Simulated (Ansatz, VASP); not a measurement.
Two plane-wave programs on SnO2

File INCAR:

```
SYSTEM = SnO2
ALGO = Normal ; EDIFF = 1E-7
ENCUT = 520 ; GGA = PS
ISIF = 2 ; ISMEAR = 0
LASPH = .TRUE. ; LCHARG = .FALSE.
LREAL = .FALSE. ; LWAVE = .FALSE.
NBANDS = 35 ; NELM = 100
PREC = Accurate ; SIGMA = 0.02
```

The input KPOINTS:

```
k-points
0
G
  6 6 8
  0 0 0
```

POSCAR

```
SnO2
1.0
    4.7689900145      0.0000000000      0.0000000000
    0.0000000000      4.7689900145      0.0000000000
    0.0000000000      0.0000000000      3.2120647330
Sn O
2 4
Direct
    0.0000000000      0.0000000000      0.0000000000
    0.5000000000      0.5000000000      0.5000000000
    0.3062763831      0.3062763831      0.0000000000
    0.1937236169      0.8062763831      0.5000000000
    0.6937236169      0.6937236169      0.0000000000
    0.8062763831      0.1937236169      0.5000000000
```

Input for Ansatz:

```yaml
crystal:
  lattice:
    - [4.7689900145, 0.0, 0.0]
    - [0.0, 4.7689900145, 0.0]
    - [0.0, 0.0, 3.212064733]
  atoms:
    - { symbol: Sn, position: [0.0, 0.0, 0.0] }
    - { symbol: Sn, position: [0.5, 0.5, 0.5] }
    - { symbol: O, position: [0.3062763831, 0.3062763831, 0.0] }
    - { symbol: O, position: [0.1937236169, 0.8062763831, 0.5] }
    - { symbol: O, position: [0.6937236169, 0.6937236169, 0.0] }
    - { symbol: O, position: [0.8062763831, 0.1937236169, 0.5] }
basis:
  ecutwfc: 420
kpoints:
  mp_grid: { grid: [6, 6, 8] }
  band_path: { path: [VBM, CBM], npoints: 2 }
hamiltonian:
  xc: pbesol
scf:
  occupations: { method: gaussian, width: 0.02 }
output:
  forces: true
  stress: true
  eigenvalues: true
```

Alike in both runs: task single point; functional PBEsol; k mesh 6 × 6 × 8; occupations gaussian, width 0.02 eV; no spin polarisation.

|  | VASP | Ansatz |
| --- | --- | --- |
| version | VASP 6.6.1 | Ansatz 0.2.0 |
| potentials or method | VASP PAW PBE potentials, release 64 (Sn_d, O), cutoff 520 eV | scalar-relativistic, plane waves, PAW |
| valence electrons in the cell | 52 | 52 |

```tsv
	VASP	Ansatz	Ansatz less VASP
gap on the k mesh at the Fermi level (eV)	0.91	0.92	+0.005
least direct gap on the mesh (eV)	0.91	0.92	+0.005
pressure (GPa)	0.6	0.0	-0.64
traceless stress, the component that is largest in VASP (GPa)	0.21	0.00	-0.209
rms of the force components (eV/Å)	0.007	0.000	-0.0072
```

VASP's potentials were made for PBE, not for PBEsol. Atom by atom the forces differ by 0.007 eV/Å (rms over components). With one functional, cell and mesh, what is left measures potentials, basis and numerics.
